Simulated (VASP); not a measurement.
A run of VASP 6.6.1:

Contents of INCAR:

```
  PREC = Accurate
  ENCUT = 520
  EDIFF = 1E-7
  ISMEAR = 0
  SIGMA = 0.15
  LREAL = False
  LASPH = True
  NELM = 60
  ALGO = Normal
  ISIF = 2
  LWAVE = False
  LCHARG = False
  GGA = PS
  IVDW = 12
  NBANDS = 11
```

The input KPOINTS:

```
regular mesh
0
Gamma
  21 21 12
```

The input POSCAR:

```
C
1.0
    2.3962167908      0.0000000000      0.0000000000
   -1.1981083954      2.0751846138      0.0000000000
    0.0000000000      0.0000000000      3.4412451853
C
2
Direct
    0.3286349562      0.6572699123      0.0000000000
    0.6713650438      0.3427300877      0.0000000000
```

Potentials or basis: VASP PAW PBE potentials, release 64 (C).

Run with:

```sh
$ cat potpaw_PBE.64/C/POTCAR > POTCAR
$ mpirun -np 1 vasp_std > vasp.out
```

Hardware: 1 thread of Intel Xeon 6975P-C (shared host).

Question: Estimate the wall time of this run.

Answer: Run time: 92 s on 1 thread of Intel Xeon 6975P-C, with other jobs on the host, peak memory 0.24 GiB. Counts: scf iterations 13, k points 847.
